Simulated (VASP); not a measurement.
Wanted: the native input for a VASP 6.6.1 run.

| Item | Value |
| --- | --- |
| Task | single point |
| Functional | PBE |
| Potentials or basis | VASP PAW PBE potentials, release 64 (Sr_sv, Al, Bi_d) |
| Cutoff | 520 eV |
| k mesh | 8 × 8 × 8 |
| Occupations | gaussian, width 0.1 eV |
| Spin | no spin polarisation |
| Dipole correction | no |
| Further INCAR settings | ALGO = Normal; EDIFF = 1e-07; NBANDS = 28 |

The structure of SrAl4Bi lies in POSCAR:

```
SrAl4Bi
1.0
    0.0000000000      4.1021019660      4.1021019660
    4.1021019660      0.0000000000      4.1021019660
    4.1021019660      4.1021019660      0.0000000000
Sr Al Bi
1 4 1
Direct
    0.7500000000      0.7500000000      0.7500000000
    0.8773615471      0.3742128176      0.3742128176
    0.3742128176      0.3742128176      0.3742128176
    0.3742128176      0.8773615471      0.3742128176
    0.3742128176      0.3742128176      0.8773615471
    0.0000000000      0.0000000000      0.0000000000
```

The input as run:

INCAR

```
PREC = Accurate
ENCUT = 520
EDIFF = 1E-7
ISMEAR = 0
SIGMA = 0.1
LREAL = False
LASPH = True
NELM = 80
ALGO = Normal
ISIF = 2
LWAVE = False
LCHARG = True
GGA = PE
LELF = True
LVHAR = True
NBANDS = 28
```

KPOINTS

```
Automatic mesh
0
Gamma
  8 8 8
```

Potentials or basis: VASP PAW PBE potentials, release 64 (Sr_sv, Al, Bi_d).

Command:

```console
$ cat potpaw_PBE.64/Sr_sv/POTCAR potpaw_PBE.64/Al/POTCAR potpaw_PBE.64/Bi_d/POTCAR > POTCAR
$ mpirun -np 1 vasp_std > vasp.out
```

It gave:

```yaml
Pressure: 0.0 GPa
Largest_force: 0.008 eV/Å
Band_gap_on_the_k_mesh: zero (an odd number of electrons rules out a gap without spin polarisation)
```

Caveat: spin-orbit coupling is left out, which moves the levels of the heavy elements.

Run time: 2.5 min on 1 thread of Intel(R) Xeon(R) Platinum 8488C (Sapphire Rapids), on a shared host, peak memory 0.39 GiB.
